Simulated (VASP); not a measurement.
# HfN (Fm-3m) in VASP: single point with PBE

Aim: the single point of HfN with PBE.

All numbers are computed with VASP 6.6.1; they aren't measurements. Logs are shortened: lines on timing, memory, paths and dates and some standing lists are left out, and cuts for length are marked.

### Step 1. The cell of the first run

It takes space group Fm-3m (No. 225, cubic). Conventional cell: a = 4.512 Å, b = 4.512 Å, c = 4.512 Å, α = 90.00°, β = 90.00°, γ = 90.00°. Within 3.0 Å of Hf (site symmetry m-3m) lie 6 N at 2.26 Å. Within 3.0 Å of N (site symmetry m-3m) lie 6 Hf at 2.26 Å.

### Step 2. Single point, PBE

File INCAR:

```
SYSTEM = HfN
PREC = Accurate
ENCUT = 600
EDIFF = 1E-6
ISMEAR = 1
SIGMA = 0.3
LREAL = .False.
LASPH = .True.
NELM = 120
ALGO = Normal
ISIF = 2
LWAVE = .False.
LCHARG = .False.
GGA = PE
NBANDS = 14
GGA_COMPAT = .False.
```

File KPOINTS:

```
regular mesh
0
Gamma
  7 7 7
  0 0 0
```

File POSCAR:

```
HfN
1.0
    0.0000000000      2.2560000000      2.2560000000
    2.2560000000      0.0000000000      2.2560000000
    2.2560000000      2.2560000000      0.0000000000
Hf N
1 1
Direct
    0.0000000000      0.0000000000      0.0000000000
    0.5000000000      0.5000000000      0.5000000000
```

Potentials or basis: VASP PAW PBE potentials, release 64 (Hf_pv, N).

Launch:

```console
$ cat potpaw_PBE.64/Hf_pv/POTCAR potpaw_PBE.64/N/POTCAR > POTCAR
$ mpirun -np 1 vasp_std > vasp.out
```

OUTCAR:

```text
SYSTEM = HfN
   PREC = Accurate
   ENCUT = 600
   EDIFF = 1E-6
   ISMEAR = 1
   LREAL = .False.
   LASPH = .True.
   NELM = 120
   ISIF = 2
   GGA = PE

 ion  position               nearest neighbor table
   1  0.000  0.000  0.000-   2 2.26   2 2.26   2 2.26   2 2.26   2 2.26   2 2.26
   2  0.500  0.500  0.500-   1 2.26   1 2.26   1 2.26   1 2.26   1 2.26   1 2.26

  LATTYP: Found a face centered cubic cell.
 ALAT       =     4.5120000000

  Lattice vectors:

 A1 = (   0.0000000000,   2.2560000000,   2.2560000000)
 A2 = (   2.2560000000,   0.0000000000,   2.2560000000)
 A3 = (   2.2560000000,   2.2560000000,   0.0000000000)

Analysis of symmetry for initial positions (statically):
=====================================================================
 Subroutine PRICEL returns:
 Original cell was already a primitive cell.

 Routine SETGRP: Setting up the symmetry group for a
 face centered cubic supercell.

 Subroutine GETGRP returns: Found 48 space group operations
[... 9 lines left out ...]

 Routine SETGRP: Setting up the symmetry group for a
 face centered cubic supercell.

 Subroutine GETGRP returns: Found 48 space group operations
[... 11 lines left out ...]
                                     Primitive cell

  volume of cell :      22.9640

  direct lattice vectors                    reciprocal lattice vectors
     0.000000000  2.256000000  2.256000000    -0.221631206  0.221631206  0.221631206
     2.256000000  0.000000000  2.256000000     0.221631206 -0.221631206  0.221631206
     2.256000000  2.256000000  0.000000000     0.221631206  0.221631206 -0.221631206

  length of vectors
     3.190465797  3.190465797  3.190465797     0.383876509  0.383876509  0.383876509

  position of ions in fractional coordinates (direct lattice)
     0.000000000  0.000000000  0.000000000
     0.500000000  0.500000000  0.500000000

  ion indices of the primitive-cell ions
   primitive index   ion index
                 1           1
                 2           2

----------------------------------------------------------------------------------------

 KPOINTS: regular mesh

Automatic generation of k-mesh.
 Grid dimensions read from file:
 generate k-points for:    7    7    7

 Generating k-lattice:

  Cartesian coordinates                     Fractional coordinates (reciprocal lattice)
    -0.031661601  0.031661601  0.031661601     0.142857143  0.000000000  0.000000000
     0.031661601 -0.031661601  0.031661601     0.000000000  0.142857143  0.000000000
     0.031661601  0.031661601 -0.031661601     0.000000000  0.000000000  0.142857143

  Length of vectors
     0.054839501  0.054839501  0.054839501

  Shift w.r.t. Gamma in fractional coordinates (k-lattice)
     0.000000000  0.000000000  0.000000000

 Subroutine IBZKPT returns following result:
 ===========================================

 Found     20 irreducible k-points:

 Following reciprocal coordinates:
            Coordinates               Weight
  0.000000  0.000000  0.000000      1.000000
  0.142857  0.000000  0.000000      8.000000
  0.285714  0.000000  0.000000      8.000000
  0.428571  0.000000  0.000000      8.000000
  0.142857  0.142857  0.000000      6.000000
  0.285714  0.142857  0.000000     24.000000
[... 12 lines left out ...]
 -0.428571  0.428571  0.142857     24.000000
 -0.285714  0.428571  0.142857     24.000000
   k-points           NKPTS =     20   k-points in BZ     NKDIM =     20   number of bands    NBANDS=     14
   number of dos      NEDOS =    301   number of ions     NIONS =      2
   total plane-waves  NPLWV =  21952
   dimension x,y,z NGX =    28 NGY =   28 NGZ =   28
   dimension x,y,z NGXF=    56 NGYF=   56 NGZF=   56
   ions per type =               1   1
   NGX,Y,Z   is equivalent  to a cutoff of  14.59, 14.59, 14.59 a.u.
   NGXF,Y,Z  is equivalent  to a cutoff of  29.18, 29.18, 29.18 a.u.
 SYSTEM =  HfN
   PREC   = accura    normal or accurate (medium, high low for compatibility)
   ISTART =      0    job   : 0-new  1-cont  2-samecut
   ICHARG =      2    charge: 1-file 2-atom 10-const
   ISPIN  =      1    spin polarized calculation?
   LNONCOLLINEAR =      F non collinear calculations
   LSORBIT =      F    spin-orbit coupling
   LASPH  =      T    aspherical Exc in radial PAW
   ENCUT  =  600.0 eV  44.10 Ry    6.64 a.u.   6.37  6.37  6.37*2*pi/ulx,y,z
   NELM   =    120;   NELMIN=  2; NELMDL= -5     # of ELM steps
   EDIFF  = 0.1E-05   stopping-criterion for ELM
   LREAL  =      F    real-space projection
   EDIFFG = 0.1E-04   stopping-criterion for IOM
   NSW    =      0    number of steps for IOM
   IBRION =     -1    ionic relax: 0-MD 1-quasi-New 2-CG
   NFREE  =      0    steps in history (QN), initial steepest desc. (CG)
   ISIF   =      2    stress and relaxation
   ISYM   =      2    0-nonsym 1-usesym 2-fastsym
   POTIM  = 0.5000    time-step for ionic-motion
   TEBEG  =    0.0;   TEEND  =   0.0 temperature during run
   PSTRESS=    0.0 pullay stress
   NELECT =      15.0000    total number of electrons
   NUPDOWN=      -1.0000    fix difference up-down
   EMIN   =  10.00;   EMAX   =-10.00  energy-range for DOS
   EFERMI =   0.00;   METHOD = LEGACY
   ISMEAR =     1;   SIGMA  =   0.30  broadening in eV -4-tet -1-fermi 0-gaus
   EFERMI_NEDOS =   21; number of points for ismear=-14 and -15
   IALGO  =     38    algorithm
   IMIX   =      4    mixing-type and parameters
     AMIX     =   0.40;   BMIX     =  1.00
     AMIX_MAG =   1.60;   BMIX_MAG =  1.00
  volume/ion in A,a.u.               =      11.48        77.48
  Fermi-wavevector in a.u.,A,eV,Ry     =   1.420440  2.684242 27.451783  2.017649
  Thomas-Fermi vector in A             =   2.541355
   LORBIT       =      0    0 simple, 1 ext, 2 COOP (PROOUT), +10 PAW based schemes
   GGA     = PE    functional components
   LHFCALC =     F    Hartree Fock is set to
   AEXX    =    0.0000 exact exchange contribution
   IVDW    =     0    specifies the selected vdW correction
   LEPSILON=     F    determine dielectric tensor
   LRPA    =     F    only Hartree local field effects (RPA)
 non-spin polarized calculation
 Methfessel and Paxton  Order N= 1 SIGMA  =   0.30
  energy-cutoff  :      600.00
  volume of cell :       22.96
 maximum number of plane-waves:       779
 NGX is ok and might be reduce to    28
   NGX = 13   NGY = 13   NGZ = 13

 number of electron      15.0000002 magnetization

 Free energy of the ion-electron system (eV)
  ---------------------------------------------------
  ext. energy  EPLUGINS =         0.00000000
  ---------------------------------------------------
  free energy    TOTEN  =       -21.73545412 eV

  energy without entropy =      -21.73587117  energy(sigma->0) =      -21.73559314

 E-fermi :   8.6350     XC(G=0): -12.7538

 val. band max:        8.4404469604   @ k =   0.1429   0.0000   0.0000
 cond. band min:       8.7007300612   @ k =   0.1429   0.0000   0.0000
 fundamental gap:      0.2602831008
 Fermi energy:         8.6349915435

 k-point     1 :       0.0000    0.0000    0.0000
  band No.  band energies     occupation
      1     -22.7105      2.00000
      2     -22.7105      2.00000
      3     -22.7105      2.00000
      4      -9.1202      2.00000
      5       5.3796      2.00000
      6       5.3796      2.00000
      7       5.3796      2.00000
      8       8.0743      2.02385
      9       8.0743      2.02385
     10       8.0743      2.02385
     11      10.2524     -0.00000
     12      10.4016     -0.00000
     13      10.4016     -0.00000
     14      17.9959      0.00000

 k-point     2 :       0.1429    0.0000    0.0000
  band No.  band energies     occupation
      1     -22.9094      2.00000
      2     -22.7271      2.00000
      3     -22.7271      2.00000
      4      -8.6649      2.00000
      5       3.7648      2.00000
      6       4.4182      2.00000
      7       4.4182      2.00000
      8       8.4404      1.88117
      9       8.7007      0.63881
     10       8.7007      0.63881
     11      11.5446     -0.00000
     12      11.7907     -0.00000
     13      11.7907     -0.00000
     14      19.4865      0.00000

 k-point     3 :       0.2857    0.0000    0.0000
  band No.  band energies     occupation
      1     -23.3272      2.00000
      2     -22.7642      2.00000
      3     -22.7642      2.00000
      4      -7.5754      2.00000
      5       1.3935      2.00000
      6       3.0776      2.00000
      7       3.0776      2.00000
      8       9.2805     -0.00950
      9      10.1996     -0.00000
     10      10.1996     -0.00000
     11      13.5116     -0.00000
     12      14.4611     -0.00000
     13      14.4611     -0.00000
     14      20.6500      0.00000
[... 256 lines left out ...]
 k-point    19 :      -0.4286    0.4286    0.1429
  band No.  band energies     occupation
      1     -23.4251      2.00000
      2     -23.1009      2.00000
      3     -23.0116      2.00000
      4      -7.5899      2.00000
      5       2.3632      2.00000
      6       3.2563      2.00000
      7       3.3164      2.00000
      8       7.1870      2.00000
      9      12.1246     -0.00000
     10      13.3609     -0.00000
     11      13.7800     -0.00000
     12      15.1332      0.00000
     13      17.3421      0.00000
     14      19.0166      0.00000

 k-point    20 :      -0.2857    0.4286    0.1429
  band No.  band energies     occupation
      1     -23.3064      2.00000
      2     -23.2831      2.00000
      3     -22.9919      2.00000
      4      -7.3439      2.00000
      5       1.9060      2.00000
      6       2.8973      2.00000
      7       3.0540      2.00000
      8       8.8568      0.05434
      9      10.4656     -0.00000
     10      13.6278     -0.00000
     11      14.1625     -0.00000
     12      15.0077      0.00000
     13      18.6989      0.00000
     14      20.4121      0.00000

------------------------ aborting loop because EDIFF is reached ----------------------------------------

  FORCE on cell =-STRESS in cart. coord.  units (eV):
  Direction    XX          YY          ZZ          XY          YZ          ZX
  --------------------------------------------------------------------------------------
  -------------------------------------------------------------------------------------
  Total        0.6151925      0.6151925      0.6151925     -0.0000000      0.0000000      0.0000000
  in kB       42.9214480     42.9214480     42.9214480     -0.0000000      0.0000000      0.0000000
  external PRESSURE =      42.9214480 kB  Pullay stress =       0.0000000 kB

 VOLUME and BASIS-vectors are now :
 -----------------------------------------------------------------------------
  energy-cutoff  :      600.00
  volume of cell :       22.96
      direct lattice vectors                 reciprocal lattice vectors
     0.000000000  2.256000000  2.256000000    -0.221631206  0.221631206  0.221631206
     2.256000000  0.000000000  2.256000000     0.221631206 -0.221631206  0.221631206
     2.256000000  2.256000000  0.000000000     0.221631206  0.221631206 -0.221631206

 POSITION                                       TOTAL-FORCE (eV/Angst)
 -----------------------------------------------------------------------------------
      0.00000      0.00000      0.00000        -0.000000      0.000000     -0.000000
      2.25600      2.25600      2.25600         0.000000     -0.000000      0.000000
 -----------------------------------------------------------------------------------
    total drift:                                0.000000      0.000000      0.000000

  FREE ENERGIE OF THE ION-ELECTRON SYSTEM (eV)
  ---------------------------------------------------
  free  energy   TOTEN  =       -21.7354541208 eV

  energy  without entropy=      -21.7358711675  energy(sigma->0) =      -21.73559314
```

It took 26 s on 1 thread of AMD EPYC 7R13, shared host; peak memory 0.13 GiB.

What came out:

- Free energy: -21.7355 eV
- Pressure: 4.3 GPa

Levels at points of the mesh, in eV from the Fermi level:
| k point | band 6 | band 7 | band 8 | band 9 | band 10 | band 11 |
| --- | --- | --- | --- | --- | --- | --- |
| (0.00, 0.00, 0.00) | -3.26 | -3.26 | -0.56 | -0.56 | -0.56 | 1.62 |

Caveat: spin-orbit coupling is left out, which moves the levels of the heavy elements.
